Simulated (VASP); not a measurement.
# Al6SiN8 (a cell with a defect): relaxation of the atoms with LDA

The system is Al6SiN8 (a cell with a defect).

```
Al Si N
1.0
    -3.12859   -5.41887    0.00000
     4.69288   -2.70944    0.00000
     0.00000    0.00000    5.01696
Al Si N
6 1 8
Direct
  0.50000 0.66667 0.49929
  0.25000 0.83333 0.99929
  0.00000 0.66667 0.49929
  0.00000 0.33333 0.99929
  0.75000 0.16667 0.49929
  0.75000 0.83333 0.99929
  0.25000 0.16667 0.49929
  0.50000 0.66667 0.88071
  0.50000 0.33333 0.38071
  0.25000 0.16667 0.88071
  0.25000 0.83333 0.38071
  0.00000 0.66667 0.88071
  0.00000 0.33333 0.38071
  0.75000 0.16667 0.88071
  0.75000 0.83333 0.38071
```

- Program: VASP 6.6.1
- Task: relaxation of the atoms
- Functional: LDA
- Potentials or basis: VASP PAW LDA potentials, release 64 (Al, Si, N)
- Cutoff: 520 eV
- k mesh: 2 × 2 × 2
- Occupations: gaussian, width 0.05 eV
- Spin: no spin polarisation
- Dipole correction: no
- Charge: 2
- Further INCAR settings: LREAL = Auto; ALGO = Normal; EDIFF = 1e-06; IBRION = 2; EDIFFG = -0.03; NSW = 80; NELECT = 60.0

| Property | Result |
| --- | --- |
| Largest force after relaxing | 0.030 eV/Å |

Forces in eV/Å, atoms in the order of the input:
```
Al   0.004  0.006 -0.006
Al  -0.008  0.002  0.001
Al   0.016 -0.008  0.005
Al   0.004 -0.006 -0.008
Al   0.003  0.002  0.001
Al  -0.004  0.001 -0.009
Si   0.013 -0.001 -0.002
N   -0.028  0.007 -0.004
N    0.000  0.009  0.006
N    0.000 -0.009 -0.006
N   -0.005 -0.009  0.006
N    0.004  0.007  0.010
N    0.006 -0.006  0.001
N   -0.002  0.003  0.005
N   -0.003  0.000  0.000
```

Final structure:
```
Al Si N
1.0
    -3.12859   -5.41887    0.00000
     4.69288   -2.70944    0.00000
     0.00000    0.00000    5.01696
Al Si N
6 1 8
Direct
  0.49589 0.67163 0.50566
  0.24507 0.83519 0.00739
  0.99998 0.66880 0.50582
  0.00689 0.36494 0.03125
  0.74490 0.15484 0.49327
  0.76184 0.82835 0.00707
  0.23901 0.16132 0.49345
  0.50215 0.78135 0.85501
  0.47895 0.31934 0.48566
  0.11794 0.10991 0.81751
  0.24397 0.85285 0.37861
  0.00633 0.65700 0.87930
  0.01118 0.33126 0.38348
  0.89539 0.10705 0.82237
  0.75052 0.82283 0.37486
```

Levels at points of the mesh, in eV from the Fermi level:
| k point | band 26 | band 27 | band 28 | band 29 | band 30 | band 31 | band 32 | band 33 | band 34 | band 35 |
| --- | --- | --- | --- | --- | --- | --- | --- | --- | --- | --- |
| (0.00, 0.00, 0.00) | -0.73 | -0.68 | -0.60 | -0.45 | -0.14 | -0.06 | 3.75 | 5.57 | 5.95 | 6.28 |
| (0.50, 0.00, 0.00) | -1.30 | -1.06 | -0.86 | -0.42 | -0.06 | 0.29 | 4.51 | 4.82 | 5.89 | 6.68 |
| (0.00, 0.50, 0.00) | -1.11 | -0.80 | -0.62 | -0.32 | -0.14 | 0.29 | 4.72 | 5.18 | 5.83 | 5.89 |
| (0.50, 0.50, 0.00) | -1.44 | -1.11 | -0.85 | -0.54 | 0.17 | 0.42 | 5.23 | 5.51 | 6.01 | 6.19 |
| (0.00, 0.00, 0.50) | -1.14 | -0.84 | -0.67 | -0.55 | -0.27 | -0.17 | 4.33 | 5.29 | 5.65 | 6.34 |
| (0.50, 0.00, 0.50) | -1.36 | -0.92 | -0.83 | -0.39 | -0.16 | 0.22 | 5.14 | 5.46 | 5.68 | 6.11 |
| (0.00, 0.50, 0.50) | -1.29 | -1.03 | -0.88 | -0.51 | 0.04 | 0.20 | 4.70 | 4.86 | 5.47 | 5.92 |
| (0.50, 0.50, 0.50) | -1.45 | -1.24 | -1.05 | -0.49 | -0.05 | 0.69 | 5.14 | 5.42 | 5.63 | 6.13 |

Run time: 24 min on 1 thread of Intel(R) Xeon(R) Platinum 8488C (Sapphire Rapids), with other jobs on the host, peak memory 0.23 GiB.

Caveat: the k points lie up to 0.63 Å⁻¹ apart; the cell carries a net charge on a neutralising background, which shifts energy and pressure; the cell is charged against a uniform background, so pressure and absolute levels hang on convention.
